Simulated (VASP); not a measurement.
Crystal: Al5Cl.

```
Al Cl
1.0
     2.99106    0.00000    0.00000
     0.00000    2.99106    0.00000
     0.00000    0.00000   12.67002
Al Cl
5 1
Cartesian
  1.4955 1.4955 4.2379
  1.4955 1.4955 8.4321
  0.0000 0.0000 2.2298
  0.0000 0.0000 10.4403
  0.0000 0.0000 6.3350
  1.4955 1.4955 0.0000
```

The cell was generated, and may not be a known phase.

* Program: VASP 6.6.1
* Task: relaxation of cell and atoms
* Functional: PBE
* Potentials or basis: VASP PAW PBE potentials, release 64 (Al, Cl)
* Cutoff: 600 eV
* k mesh: 12 × 12 × 4
* Occupations: gaussian, width 0.1 eV
* Spin: no spin polarisation

At the start: pressure -3.4 GPa; volume 18.89 Å³/atom.

Problem. How do energy, volume and symmetry change on relaxing?

Solution. Over 14 steps the energy falls by 27.6 meV/atom and the volume is 17.69 Å³/atom (-6.4 %); space group P4/mmm (No. 123, to 0.1 Å) before and after.

The path:
```
step  energy change (eV)  largest force (eV/Å)  pressure (GPa)  volume (Å³)
   1              0.0000                0.1826           -3.38       113.35
   2             -0.1243                0.1298           -0.39       106.91
   3             -0.1337                0.0974            0.69       104.94
   4             -0.1338                0.0928            0.82       104.71
   5             -0.1534                0.0892            0.39       105.31
   6             -0.1595                0.1358            0.10       105.81
   7             -0.1600                0.1468            0.02       105.94
   8             -0.1602                0.1580           -0.05       106.09
   9             -0.1630                0.1031           -0.01       106.05
  10             -0.1644                0.0353            0.06       106.01
  11             -0.1644                0.0375            0.07       106.00
  12             -0.1650                0.0304           -0.03       106.20
  13             -0.1652                0.0211           -0.15       106.45
  14             -0.1654                0.0054            0.03       106.15
```

Final structure:
```
Al Cl
1.0
     3.00568    0.00000    0.00000
     0.00000    3.00568    0.00000
     0.00000    0.00000   11.75012
Al Cl
5 1
Direct
  0.50000 0.50000 0.33714
  0.50000 0.50000 0.66286
  0.00000 0.00000 0.17844
  0.00000 0.00000 0.82156
  0.00000 0.00000 0.50000
  0.50000 0.50000 0.00000
```

Caveat: the highest band is partly filled, so the run has too few bands.
